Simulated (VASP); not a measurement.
# MnBr2 (P-3m1) in VASP: a series of runs

MnBr2 is run at these levels: LDA+U; tasks: single point.

Program: VASP 6.6.1. These are calculated values, not measurements. Logs are shortened: lines on timing, memory, paths and dates and some standing lists are left out, and cuts for length are marked.

## Step 1: The cell of the first run

Symmetry: P-3m1, No. 164, trigonal system. The conventional cell has a = 3.820 Å, b = 3.820 Å, c = 6.190 Å, α = 90.00°, β = 90.00°, γ = 120.00°. Mn (site symmetry -3m) has 6 Br at 2.69 Å within 3.6 Å. Within 3.6 Å of Br (site symmetry 3m) lie 3 Mn at 2.69 Å.

## Step 2: Single point, LDA+U, collinear spin, antiferromagnetic start

INCAR

```
PREC = Accurate
ENCUT = 520
EDIFF = 1E-7
ISMEAR = 0
SIGMA = 0.05
LREAL = False
LASPH = True
NELM = 150
ALGO = Normal
ISIF = 2
LWAVE = False
LCHARG = True
ISPIN = 2
MAGMOM = 5 -5 0 0 0 0
LORBIT = 11
LMAXMIX = 4
LDAU = True
LDAUTYPE = 2
LDAUL = 2 -1
LDAUU = 8 0
LDAUJ = 0 0
LDAUPRINT = 1
GGA = CA
LELF = True
LVHAR = True
NBANDS = 40
```

KPOINTS

```
regular mesh
0
Gamma
  6 6 2
```

POSCAR

```
MnBr2
1.0
    3.8200014300      0.0000000000      0.0000000000
   -1.9100007100      3.3082182800      0.0000000000
    0.0000000000      0.0000000000     12.3800004800
Mn Br
2 4
Direct
    0.0000000000      0.0000000000      0.0000000000
    0.0000000000      0.0000000000      0.5000000000
    0.3333333333      0.6666666667      0.1250000000
    0.6666666667      0.3333333333      0.3750000000
    0.3333333333      0.6666666667      0.6250000000
    0.6666666667      0.3333333333      0.8750000000
```

Potentials or basis: VASP PAW LDA potentials, release 64 (Mn_pv, Br).

Command:

```bash
$ cat potpaw_LDA.64/Mn_pv/POTCAR potpaw_LDA.64/Br/POTCAR > POTCAR
$ mpirun -np 1 vasp_std > vasp.out
```

OUTCAR:

```text
PREC = Accurate
   ENCUT = 520
   EDIFF = 1E-7
   ISMEAR = 0
   LREAL = False
   LASPH = True
   NELM = 150
   ISIF = 2
   ISPIN = 2
   LORBIT = 11
   GGA = CA

 ion  position               nearest neighbor table
   1  0.000  0.000  0.000-   3 2.69   6 2.69   3 2.69   6 2.69   6 2.69   3 2.69
   2  0.000  0.000  0.500-   4 2.69   5 2.69   5 2.69   4 2.69   4 2.69   5 2.69
   3  0.333  0.667  0.125-   1 2.69   1 2.69   1 2.69
   4  0.667  0.333  0.375-   2 2.69   2 2.69   2 2.69
   5  0.333  0.667  0.625-   2 2.69   2 2.69   2 2.69
   6  0.667  0.333  0.875-   1 2.69   1 2.69   1 2.69

  LATTYP: Found a hexagonal cell.
 ALAT       =     3.8200014300
 C/A-ratio  =     3.2408366088

  Lattice vectors:

 A1 = (   3.8200014300,   0.0000000000,   0.0000000000)
 A2 = (  -1.9100007100,   3.3082182800,   0.0000000000)
 A3 = (   0.0000000000,   0.0000000000,  12.3800004800)

Analysis of symmetry for initial positions (statically):
=====================================================================
 Subroutine PRICEL returns following result:

  LATTYP: Found a hexagonal cell.
 ALAT       =     3.8200014300
 C/A-ratio  =     1.6204183044
[... 12 lines left out ...]
 Subroutine GETGRP returns: Found 12 space group operations
 (whereof 12 operations were pure point group operations)
 out of a pool of 24 trial point group operations.

The static configuration has the point symmetry D_3d.

Analysis of symmetry for dynamics (positions and initial velocities):
=====================================================================
 Subroutine PRICEL returns following result:

  LATTYP: Found a hexagonal cell.
 ALAT       =     3.8200014300
 C/A-ratio  =     1.6204183044
[... 12 lines left out ...]
 Subroutine GETGRP returns: Found 12 space group operations
 (whereof 12 operations were pure point group operations)
 out of a pool of 24 trial point group operations.

The dynamic configuration has the point symmetry D_3d.

Analysis of structural, dynamic, and magnetic symmetry:
=====================================================================
 Subroutine PRICEL returns following result:

  LATTYP: Found a hexagonal cell.
 ALAT       =     3.8200014300
 C/A-ratio  =     1.6204183044
[... 12 lines left out ...]
 Subroutine GETGRP returns: Found 12 space group operations
 (whereof 12 operations were pure point group operations)
 out of a pool of 24 trial point group operations.

The overall configuration has the point symmetry D_3d.

 Subroutine INISYM returns: Found 12 space group operations
 (whereof 12 operations are pure point group operations),
 and found     2 'primitive' translations

----------------------------------------------------------------------------------------

                                     Primitive cell

  volume of cell :      78.2255

  direct lattice vectors                    reciprocal lattice vectors
     3.820001430  0.000000000  0.000000000     0.261780007  0.151138757  0.000000000
    -1.910000710  3.308218280  0.000000000     0.000000000  0.302277515  0.000000000
     0.000000000  0.000000000  6.190000240     0.000000000  0.000000000  0.161550882

  length of vectors
     3.820001430  3.820001427  6.190000240     0.302277515  0.302277515  0.161550882

  position of ions in fractional coordinates (direct lattice)
     0.000000000  0.000000000  0.000000000
     0.333333333  0.666666667  0.250000000
     0.666666667  0.333333333  0.750000000

[... 136 lines left out ...]
  o =  0.0525  v =  0.0000  0.0000  0.0000  0.0000  0.0000 -0.4512  0.5198  0.0000  0.6184 -0.3793      0.0000  0.0000  0.0000  0.0000  0.0000  0.0000  0.0000  0.0000  0.0000  0.0000
  o =  0.9456  v = -0.5264  0.4402 -0.0000 -0.3700  0.6263  0.0000  0.0000  0.0000  0.0000  0.0000      0.0000  0.0000  0.0000  0.0000  0.0000  0.0000  0.0000  0.0000  0.0000  0.0000
  o =  0.9456  v = -0.6263 -0.3700 -0.0000 -0.4402 -0.5264  0.0000  0.0000  0.0000  0.0000  0.0000      0.0000  0.0000  0.0000  0.0000  0.0000  0.0000  0.0000  0.0000  0.0000  0.0000
  o =  0.9463  v =  0.0000  0.0000 -1.0000  0.0000  0.0000  0.0000  0.0000  0.0000  0.0000  0.0000      0.0000  0.0000  0.0000  0.0000  0.0000  0.0000  0.0000  0.0000  0.0000  0.0000
  o =  0.9700  v =  0.3700  0.6263 -0.0000 -0.5264 -0.4402  0.0000  0.0000  0.0000  0.0000  0.0000      0.0000  0.0000  0.0000  0.0000  0.0000  0.0000  0.0000  0.0000  0.0000  0.0000
  o =  0.9700  v = -0.4402  0.5264  0.0000  0.6263 -0.3700  0.0000  0.0000  0.0000  0.0000  0.0000      0.0000  0.0000  0.0000  0.0000  0.0000  0.0000  0.0000  0.0000  0.0000  0.0000

atom =   2  type =  1  l = 2

 onsite density matrix

spin component  1

  0.0241  0.0000 -0.0000 -0.0208 -0.0000
  0.0000  0.0374  0.0000  0.0000 -0.0208
 -0.0000  0.0000  0.0088  0.0000 -0.0000
 -0.0208  0.0000  0.0000  0.0374 -0.0000
 -0.0000 -0.0208 -0.0000 -0.0000  0.0241

spin component  2

  0.9537  0.0000 -0.0000 -0.0115  0.0000
  0.0000  0.9620  0.0000  0.0000 -0.0115
 -0.0000  0.0000  0.9463  0.0000 -0.0000
 -0.0115  0.0000  0.0000  0.9620 -0.0000
  0.0000 -0.0115 -0.0000 -0.0000  0.9537

 occupancies and eigenvectors

  o =  0.0088  v = -0.0000 -0.0000 -1.0000 -0.0000 -0.0000  0.0000  0.0000  0.0000  0.0000  0.0000      0.0000  0.0000  0.0000  0.0000  0.0000  0.0000  0.0000  0.0000  0.0000  0.0000
  o =  0.0089  v =  0.5198 -0.4512 -0.0000  0.3793 -0.6184  0.0000  0.0000  0.0000  0.0000  0.0000      0.0000  0.0000  0.0000  0.0000  0.0000  0.0000  0.0000  0.0000  0.0000  0.0000
  o =  0.0089  v =  0.6184  0.3793 -0.0000  0.4512  0.5198  0.0000  0.0000  0.0000  0.0000  0.0000      0.0000  0.0000  0.0000  0.0000  0.0000  0.0000  0.0000  0.0000  0.0000  0.0000
  o =  0.0525  v =  0.3793  0.6184 -0.0000 -0.5198 -0.4512  0.0000  0.0000  0.0000  0.0000  0.0000      0.0000  0.0000  0.0000  0.0000  0.0000  0.0000  0.0000  0.0000  0.0000  0.0000
  o =  0.0525  v = -0.4512  0.5198  0.0000  0.6184 -0.3793  0.0000  0.0000  0.0000  0.0000  0.0000      0.0000  0.0000  0.0000  0.0000  0.0000  0.0000  0.0000  0.0000  0.0000  0.0000
  o =  0.9456  v =  0.0000  0.0000  0.0000  0.0000  0.0000 -0.5264  0.4402 -0.0000 -0.3700  0.6263      0.0000  0.0000  0.0000  0.0000  0.0000  0.0000  0.0000  0.0000  0.0000  0.0000
  o =  0.9456  v =  0.0000  0.0000  0.0000  0.0000  0.0000 -0.6263 -0.3700 -0.0000 -0.4402 -0.5264      0.0000  0.0000  0.0000  0.0000  0.0000  0.0000  0.0000  0.0000  0.0000  0.0000
  o =  0.9463  v =  0.0000  0.0000  0.0000  0.0000  0.0000  0.0000  0.0000 -1.0000  0.0000  0.0000      0.0000  0.0000  0.0000  0.0000  0.0000  0.0000  0.0000  0.0000  0.0000  0.0000
  o =  0.9700  v =  0.0000  0.0000  0.0000  0.0000  0.0000  0.3700  0.6263 -0.0000 -0.5264 -0.4402      0.0000  0.0000  0.0000  0.0000  0.0000  0.0000  0.0000  0.0000  0.0000  0.0000
  o =  0.9700  v =  0.0000  0.0000  0.0000  0.0000  0.0000 -0.4402  0.5264  0.0000  0.6263 -0.3700      0.0000  0.0000  0.0000  0.0000  0.0000  0.0000  0.0000  0.0000  0.0000  0.0000

 number of electron      54.0000024 magnetization       0.0000000

 Free energy of the ion-electron system (eV)
  ---------------------------------------------------
  ext. energy  EPLUGINS =         0.00000000
  ---------------------------------------------------
  free energy    TOTEN  =       -27.83716832 eV

  energy without entropy =      -27.83716832  energy(sigma->0) =      -27.83716832

 E-fermi :   1.6087     XC(G=0):  -9.3637

 val. band max:        1.3219204492   @ k =   0.0000   0.0000   0.5000
 cond. band min:       5.0148815136   @ k =   0.0000   0.0000   0.0000
 fundamental gap:      3.6929610644
 Fermi energy:         1.6086710296

 spin component 1

 k-point     1 :       0.0000    0.0000    0.0000
  band No.  band energies     occupation
      1     -47.5720      1.00000
      2     -47.5720      1.00000
      3     -47.5667      1.00000
      4     -42.9694      1.00000
      5     -42.9694      1.00000
      6     -42.9621      1.00000
[... 577 lines left out ...]
     38       9.4719      0.00000
     39      10.0843      0.00000
 Fermi energy:         1.6086710296

 spin component 2

 k-point     1 :       0.0000    0.0000    0.0000
  band No.  band energies     occupation
      1     -47.5720      1.00000
      2     -47.5720      1.00000
      3     -47.5667      1.00000
      4     -42.9694      1.00000
      5     -42.9694      1.00000
      6     -42.9621      1.00000
[... 577 lines left out ...]
     38       9.4719      0.00000
     39      10.0843      0.00000
 [bands above 39 left out]

------------------------ aborting loop because EDIFF is reached ----------------------------------------

  FORCE on cell =-STRESS in cart. coord.  units (eV):
  Direction    XX          YY          ZZ          XY          YZ          ZX
  --------------------------------------------------------------------------------------
  -------------------------------------------------------------------------------------
  Total       -0.6285737     -0.6285737     -1.2708327     -0.0000000      0.0000000     -0.0000000
  in kB       -6.4370730     -6.4370730    -13.0142942     -0.0000000      0.0000000     -0.0000000
  external PRESSURE =      -8.6294801 kB  Pullay stress =       0.0000000 kB

 VOLUME and BASIS-vectors are now :
 -----------------------------------------------------------------------------
  energy-cutoff  :      520.00
  volume of cell :      156.45
      direct lattice vectors                 reciprocal lattice vectors
     3.820001430  0.000000000  0.000000000     0.261780007  0.151138757  0.000000000
    -1.910000710  3.308218280  0.000000000     0.000000000  0.302277515  0.000000000
     0.000000000  0.000000000 12.380000480     0.000000000  0.000000000  0.080775441

 POSITION                                       TOTAL-FORCE (eV/Angst)
 -----------------------------------------------------------------------------------
      0.00000      0.00000      0.00000        -0.000000     -0.000000      0.000000
      0.00000      0.00000      6.19000        -0.000000     -0.000000      0.000000
      0.00000      2.20548      1.54750         0.000000     -0.000000     -0.190781
      1.91000      1.10274      4.64250        -0.000000     -0.000000      0.190781
      0.00000      2.20548      7.73750        -0.000000      0.000000     -0.190781
      1.91000      1.10274     10.83250        -0.000000      0.000000      0.190781
 -----------------------------------------------------------------------------------
    total drift:                               -0.000000     -0.000000      0.000000

  FREE ENERGIE OF THE ION-ELECTRON SYSTEM (eV)
  ---------------------------------------------------
  free  energy   TOTEN  =       -27.8371683227 eV

  energy  without entropy=      -27.8371683227  energy(sigma->0) =      -27.83716832

 total charge

# of ion       s       p       d       tot
------------------------------------------
    1        0.218   6.160   4.892  11.271
    2        0.218   6.160   4.892  11.271
    3        1.613   3.254   0.016   4.883
    4        1.613   3.254   0.016   4.883
    5        1.613   3.254   0.016   4.883
    6        1.613   3.254   0.016   4.883
--------------------------------------------------
tot          6.888  25.338   9.848  42.074

 magnetization (x)

# of ion       s       p       d       tot
------------------------------------------
    1        0.030   0.023   4.634   4.687
    2       -0.030  -0.023  -4.634  -4.687
    3        0.004   0.021   0.003   0.028
    4       -0.004  -0.021  -0.003  -0.028
    5       -0.004  -0.021  -0.003  -0.028
    6        0.004   0.021   0.003   0.028
--------------------------------------------------
tot          0.000   0.000   0.000   0.000
```

Run time: 99 s. Hardware: 1 thread of AMD EPYC 9R45 (Zen 5), shared host; peak memory 0.27 GiB.

What came out:

```yaml
Free_energy: -27.8372 eV
Pressure: -0.9 GPa
Largest_force: 0.191 eV/Å
Band_gap_on_the_k_mesh: 3.69 eV
Net_moment: 0.00 μB per cell
Site_moments: Mn +4.69, -4.69; Br +0.03, -0.03 (each value once) μB
Valence_electrons_inside_the_program's_atomic_spheres: Mn 11.27; Br 4.88
```

Forces on the atoms (eV/Å):
```
Mn   0.000  0.000  0.000
Mn   0.000  0.000  0.000
Br   0.000  0.000 -0.191
Br   0.000  0.000  0.191
Br   0.000  0.000 -0.191
Br   0.000  0.000  0.191
```

Levels at points of the mesh, in eV from the valence-band top:
Spin up:
| k point | band 23 | band 24 | band 25 | band 26 | band 27 | band 28 | band 29 | band 30 | band 31 | band 32 |
| --- | --- | --- | --- | --- | --- | --- | --- | --- | --- | --- |
| (0.00, 0.00, 0.00) | -0.39 | -0.39 | -0.26 | -0.01 | -0.01 | 3.69 | 4.81 | 5.26 | 5.26 | 5.33 |
| (0.50, 0.00, 0.00) | -1.34 | -1.32 | -1.15 | -0.49 | -0.20 | 4.20 | 4.62 | 5.52 | 5.81 | 6.05 |
| (0.00, 0.00, 0.50) | -0.51 | -0.43 | -0.43 | 0.00 | 0.00 | 4.21 | 4.49 | 5.20 | 5.26 | 5.26 |
| (0.50, 0.00, 0.50) | -1.45 | -1.20 | -1.10 | -0.42 | -0.21 | 4.22 | 4.56 | 5.15 | 6.05 | 6.11 |
Spin down:
```csv
k point,band 23,band 24,band 25,band 26,band 27,band 28,band 29,band 30,band 31,band 32
"(0.00, 0.00, 0.00)",-0.39,-0.39,-0.26,-0.01,-0.01,3.69,4.81,5.26,5.26,5.33
"(0.50, 0.00, 0.00)",-1.34,-1.32,-1.15,-0.49,-0.20,4.20,4.62,5.52,5.81,6.05
"(0.00, 0.00, 0.50)",-0.51,-0.43,-0.43,0.00,0.00,4.21,4.49,5.20,5.26,5.26
"(0.50, 0.00, 0.50)",-1.45,-1.20,-1.10,-0.42,-0.21,4.22,4.56,5.15,6.05,6.11
```

Eigenvalues of the final occupation matrices:
| site | spin | trace | eigenvalues |
| --- | --- | --- | --- |
| site 1 d | 1 | 4.78 | 0.95 0.95 0.95 0.97 0.97 |
| site 1 d | 2 | 0.13 | 0.01 0.01 0.01 0.05 0.05 |
| site 2 d | 1 | 0.13 | 0.01 0.01 0.01 0.05 0.05 |
| site 2 d | 2 | 4.78 | 0.95 0.95 0.95 0.97 0.97 |

The state reached can hang on the start; a lower one may exist.

(Part 1 of 2 ends here.)
